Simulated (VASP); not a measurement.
# MgO (Periclase) (Fm-3m) in VASP: notebook

The runs below take MgO (Periclase) through single point, with PBE.

Everything below comes from runs of VASP 6.6.1. Logs are shortened: lines on timing, memory, paths and dates and some standing lists are left out, and cuts for length are marked.

**1. The cell of the first run**

Symmetry: Fm-3m, No. 225, cubic system. Conventional cell: a = 4.146 Å, b = 4.146 Å, c = 4.146 Å, α = 90.00°, β = 90.00°, γ = 90.00°. Within 2.7 Å of Mg (site symmetry m-3m) lie 6 O at 2.07 Å. O (site symmetry m-3m) has 6 Mg at 2.07 Å within 2.7 Å.

**2. Single point, PBE**

The input, INCAR:

```
PREC     = Accurate       # precision mode
ENCUT    = 600            # plane-wave cutoff, eV
EDIFF    = 1E-6           # SCF threshold, eV
ISMEAR   = 0              # smearing method
SIGMA    = 0.01           # smearing width, eV
LREAL    = False          # projectors in reciprocal space
LASPH    = True           # aspherical terms in the spheres
NELM     = 120            # most SCF steps
ALGO     = Normal         # electronic algorithm
ISIF     = 2              # what is computed and relaxed
LWAVE    = False          # write WAVECAR
LCHARG   = False          # write CHGCAR
GGA      = PE             # functional
NBANDS   = 11             # bands
GGA_COMPAT= False
```

The input, KPOINTS:

```
regular mesh
0
Gamma
  8 8 8
```

The input, POSCAR:

```
MgO
1.0
    0.0000000000      2.0727558066      2.0727558066
    2.0727558066      0.0000000000      2.0727558066
    2.0727558066      2.0727558066      0.0000000000
Mg O
1 1
Direct
    0.0000000000      0.0000000000      0.0000000000
    0.5000000000      0.5000000000      0.5000000000
```

Potentials or basis: VASP PAW PBE potentials, release 64 (Mg, O).

Launch:

```
$ cat potpaw_PBE.64/Mg/POTCAR potpaw_PBE.64/O/POTCAR > POTCAR
$ mpirun -np 1 vasp_std > vasp.out
```

OUTCAR:

```text
PREC = Accurate
   ENCUT = 600
   EDIFF = 1E-6
   ISMEAR = 0
   LREAL = False
   LASPH = True
   NELM = 120
   ISIF = 2
   GGA = PE

 ion  position               nearest neighbor table
   1  0.000  0.000  0.000-   2 2.07   2 2.07   2 2.07   2 2.07   2 2.07   2 2.07
   2  0.500  0.500  0.500-   1 2.07   1 2.07   1 2.07   1 2.07   1 2.07   1 2.07

  LATTYP: Found a face centered cubic cell.
 ALAT       =     4.1455116132

  Lattice vectors:

 A1 = (   0.0000000000,   2.0727558066,   2.0727558066)
 A2 = (   2.0727558066,   0.0000000000,   2.0727558066)
 A3 = (   2.0727558066,   2.0727558066,   0.0000000000)

Analysis of symmetry for initial positions (statically):
=====================================================================
 Subroutine PRICEL returns:
 Original cell was already a primitive cell.

 Routine SETGRP: Setting up the symmetry group for a
 face centered cubic supercell.

 Subroutine GETGRP returns: Found 48 space group operations
 (whereof 48 operations were pure point group operations)
 out of a pool of 48 trial point group operations.

The static configuration has the point symmetry O_h .

Analysis of symmetry for dynamics (positions and initial velocities):
=====================================================================
 Subroutine PRICEL returns:
 Original cell was already a primitive cell.

 Routine SETGRP: Setting up the symmetry group for a
 face centered cubic supercell.

 Subroutine GETGRP returns: Found 48 space group operations
 (whereof 48 operations were pure point group operations)
 out of a pool of 48 trial point group operations.

The dynamic configuration has the point symmetry O_h .

 Subroutine INISYM returns: Found 48 space group operations
 (whereof 48 operations are pure point group operations),
 and found     1 'primitive' translations

----------------------------------------------------------------------------------------

                                     Primitive cell

  volume of cell :      17.8104

  direct lattice vectors                    reciprocal lattice vectors
     0.000000000  2.072755807  2.072755807    -0.241224749  0.241224749  0.241224749
     2.072755807  0.000000000  2.072755807     0.241224749 -0.241224749  0.241224749
     2.072755807  2.072755807  0.000000000     0.241224749  0.241224749 -0.241224749

  length of vectors
     2.931319373  2.931319373  2.931319373     0.417813522  0.417813522  0.417813522

  position of ions in fractional coordinates (direct lattice)
[... 75 lines left out ...]
   LSORBIT =      F    spin-orbit coupling
   LASPH  =      T    aspherical Exc in radial PAW
   ENCUT  =  600.0 eV  44.10 Ry    6.64 a.u.   5.85  5.85  5.85*2*pi/ulx,y,z
   NELM   =    120;   NELMIN=  2; NELMDL= -5     # of ELM steps
   EDIFF  = 0.1E-05   stopping-criterion for ELM
   LREAL  =      F    real-space projection
[... 7 lines left out ...]
   TEBEG  =    0.0;   TEEND  =   0.0 temperature during run
   PSTRESS=    0.0 pullay stress
   NELECT =       8.0000    total number of electrons
   NUPDOWN=      -1.0000    fix difference up-down
   EMIN   =  10.00;   EMAX   =-10.00  energy-range for DOS
   EFERMI =   0.00;   METHOD = LEGACY
   ISMEAR =     0;   SIGMA  =   0.01  broadening in eV -4-tet -1-fermi 0-gaus
   EFERMI_NEDOS =   21; number of points for ismear=-14 and -15
   IALGO  =     38    algorithm
   IMIX   =      4    mixing-type and parameters
     AMIX     =   0.40;   BMIX     =  1.00
     AMIX_MAG =   1.60;   BMIX_MAG =  1.00
  volume/ion in A,a.u.               =       8.91        60.10
  Fermi-wavevector in a.u.,A,eV,Ry     =   1.253757  2.369257 21.387086  1.571906
  Thomas-Fermi vector in A             =   2.387595
   LORBIT       =      0    0 simple, 1 ext, 2 COOP (PROOUT), +10 PAW based schemes
   GGA     = PE    functional components
   LHFCALC =     F    Hartree Fock is set to
   AEXX    =    0.0000 exact exchange contribution
   IVDW    =     0    specifies the selected vdW correction
   LEPSILON=     F    determine dielectric tensor
   LRPA    =     F    only Hartree local field effects (RPA)
 non-spin polarized calculation
 Gauss-broadening in eV      SIGMA  =   0.01
  energy-cutoff  :      600.00
  volume of cell :       17.81
 maximum number of plane-waves:       609
   NGX = 11   NGY = 11   NGZ = 11

 number of electron       7.9999999 magnetization

 Free energy of the ion-electron system (eV)
  ---------------------------------------------------
  ext. energy  EPLUGINS =         0.00000000
  ---------------------------------------------------
  free energy    TOTEN  =       -11.86332883 eV

  energy without entropy =      -11.86332883  energy(sigma->0) =      -11.86332883

 E-fermi :   3.5951     XC(G=0): -11.3068

 val. band max:        3.5527939587   @ k =   0.0000   0.0000   0.0000
 cond. band min:       8.7602377671   @ k =   0.0000   0.0000   0.0000
 fundamental gap:      5.2074438084
 Fermi energy:         3.5950976824

 k-point     1 :       0.0000    0.0000    0.0000
  band No.  band energies     occupation
      1     -13.9617      2.00000
      2       3.5528      2.00000
      3       3.5528      2.00000
      4       3.5528      2.00000
      5       8.7602      0.00000
      6      19.6254      0.00000
      7      19.6254      0.00000
      8      19.6254      0.00000
      9      23.6691      0.00000
     10      25.5010      0.00000
     11      25.5010      0.00000
[... 309 lines left out ...]
 k-point    24 :      -0.3750    0.2500    0.1250
  band No.  band energies     occupation
      1     -12.3912      2.00000
      2      -0.6361      2.00000
      3       1.5107      2.00000
      4       2.5013      2.00000
      5      13.5700      0.00000
      6      16.2082      0.00000
      7      17.5761      0.00000
      8      21.0491      0.00000
      9      24.6550      0.00000
     10      26.2836      0.00000
     11      30.4983      0.00000

 [... further k-points ...]
[... 5 lines left out ...]
  --------------------------------------------------------------------------------------
  -------------------------------------------------------------------------------------
  Total        1.3943489      1.3943489      1.3943489      0.0000000      0.0000000     -0.0000000
  in kB      125.4317906    125.4317906    125.4317906      0.0000000      0.0000000     -0.0000000
  external PRESSURE =     125.4317906 kB  Pullay stress =       0.0000000 kB

 VOLUME and BASIS-vectors are now :
 -----------------------------------------------------------------------------
  energy-cutoff  :      600.00
  volume of cell :       17.81
      direct lattice vectors                 reciprocal lattice vectors
     0.000000000  2.072755807  2.072755807    -0.241224749  0.241224749  0.241224749
     2.072755807  0.000000000  2.072755807     0.241224749 -0.241224749  0.241224749
     2.072755807  2.072755807  0.000000000     0.241224749  0.241224749 -0.241224749

 POSITION                                       TOTAL-FORCE (eV/Angst)
 -----------------------------------------------------------------------------------
      0.00000      0.00000      0.00000         0.000000      0.000000      0.000000
      2.07276      2.07276      2.07276        -0.000000     -0.000000      0.000000
 -----------------------------------------------------------------------------------
    total drift:                               -0.000000     -0.000000      0.000000

  FREE ENERGIE OF THE ION-ELECTRON SYSTEM (eV)
  ---------------------------------------------------
  free  energy   TOTEN  =       -11.8633288349 eV

  energy  without entropy=      -11.8633288349  energy(sigma->0) =      -11.86332883
```

stdout:

```text
POSCAR found type information on POSCAR MgO
 POSCAR found :  2 types and       2 ions
 scaLAPACK will be used
 LDA part: xc-table for (Slater+PW92), standard interpolation
 POSCAR, INCAR and KPOINTS ok, starting setup
 FFT: planning ... GRIDC
 FFT: planning ... GRID_SOFT
 FFT: planning ... GRID
 WAVECAR not read
 entering main loop
```

It took 11 s on 1 thread of Intel Xeon 8259CL, shared host; peak memory 0.14 GiB.

What came out:

```
Free energy            : -11.8633 eV
Pressure               : 12.5 GPa
Band gap on the k mesh : 5.21 eV, direct
```

A hybrid or GW would open this gap; PBE tends to underestimate it.

**3. Single point, PBE**

This run uses another cell than the first one, of 9.19 Å³/atom, 1.032 times its volume.

The input, INCAR:

```
  PREC = Accurate
  ENCUT = 600
  EDIFF = 1E-6
  ISMEAR = 0
  SIGMA = 0.01
  LREAL = F
  LASPH = T
  NELM = 120
  ALGO = Normal
  ISIF = 2
  LWAVE = F
  LCHARG = F
  GGA = PE
  NBANDS = 11
  GGA_COMPAT = F
```

The input, KPOINTS:

```
Automatic mesh
0
Gamma
  8 8 8
```

The input, POSCAR:

```
MgO
1.0
    0.0000000000      2.0943485669      2.0943485669
    2.0943485669      0.0000000000      2.0943485669
    2.0943485669      2.0943485669      0.0000000000
Mg O
1 1
Direct
    0.0000000000      0.0000000000      0.0000000000
    0.5000000000      0.5000000000      0.5000000000
```

Potentials or basis: VASP PAW PBE potentials, release 64 (Mg, O).

Launch:

```
$ cat potpaw_PBE.64/Mg/POTCAR potpaw_PBE.64/O/POTCAR > POTCAR
$ mpirun -np 1 vasp_std > vasp.out
```

OUTCAR:

```text
PREC = Accurate
   ENCUT = 600
   EDIFF = 1E-6
   ISMEAR = 0
   LREAL = F
   LASPH = T
   NELM = 120
   ISIF = 2
   GGA = PE

 ion  position               nearest neighbor table
   1  0.000  0.000  0.000-   2 2.09   2 2.09   2 2.09   2 2.09   2 2.09   2 2.09
   2  0.500  0.500  0.500-   1 2.09   1 2.09   1 2.09   1 2.09   1 2.09   1 2.09

  LATTYP: Found a face centered cubic cell.
 ALAT       =     4.1886971338

  Lattice vectors:

 A1 = (   0.0000000000,   2.0943485669,   2.0943485669)
 A2 = (   2.0943485669,   0.0000000000,   2.0943485669)
[... 513 lines left out ...]
      7      16.9848      0.00000
      8      20.4174      0.00000
      9      24.0383      0.00000
     10      25.6164      0.00000
     11      29.7445      0.00000

 [... further k-points ...]
[... 5 lines left out ...]
  --------------------------------------------------------------------------------------
  -------------------------------------------------------------------------------------
  Total        0.7565490      0.7565490      0.7565490      0.0000000     -0.0000000      0.0000000
  in kB       65.9736892     65.9736892     65.9736892      0.0000000     -0.0000000      0.0000000
  external PRESSURE =      65.9736892 kB  Pullay stress =       0.0000000 kB

 VOLUME and BASIS-vectors are now :
 -----------------------------------------------------------------------------
  energy-cutoff  :      600.00
  volume of cell :       18.37
      direct lattice vectors                 reciprocal lattice vectors
     0.000000000  2.094348567  2.094348567    -0.238737719  0.238737719  0.238737719
     2.094348567  0.000000000  2.094348567     0.238737719 -0.238737719  0.238737719
     2.094348567  2.094348567  0.000000000     0.238737719  0.238737719 -0.238737719

 POSITION                                       TOTAL-FORCE (eV/Angst)
 -----------------------------------------------------------------------------------
      0.00000      0.00000      0.00000         0.000000      0.000000     -0.000000
      2.09435      2.09435      2.09435        -0.000000      0.000000      0.000000
 -----------------------------------------------------------------------------------
    total drift:                               -0.000000     -0.000000      0.000000

  FREE ENERGIE OF THE ION-ELECTRON SYSTEM (eV)
  ---------------------------------------------------
  free  energy   TOTEN  =       -11.8982026912 eV

  energy  without entropy=      -11.8982026912  energy(sigma->0) =      -11.89820269
```

stdout:

```text
POSCAR found type information on POSCAR MgO
 POSCAR found :  2 types and       2 ions
 scaLAPACK will be used
 LDA part: xc-table for (Slater+PW92), standard interpolation
 POSCAR, INCAR and KPOINTS ok, starting setup
 FFT: planning ... GRIDC
 FFT: planning ... GRID_SOFT
 FFT: planning ... GRID
 WAVECAR not read
 entering main loop
```

It took 13 s on 1 thread of Intel Xeon 8259CL, shared host; peak memory 0.14 GiB.

Results:

* Free energy: -11.8982 eV
* Pressure: 6.6 GPa
* Band gap on the k mesh: 4.89 eV, direct

Levels at points of the mesh, in eV from the valence-band top:
| k point | band 2 | band 3 | band 4 | band 5 | band 6 | band 7 |
| --- | --- | --- | --- | --- | --- | --- |
| (0.00, 0.00, 0.00) | 0.00 | 0.00 | 0.00 | 4.89 | 15.90 | 15.90 |
| (0.50, 0.00, 0.00) | -4.69 | -0.67 | -0.67 | 8.01 | 12.80 | 16.49 |
| (0.50, 0.50, 0.00) | -4.15 | -1.37 | -1.37 | 9.14 | 10.16 | 13.28 |
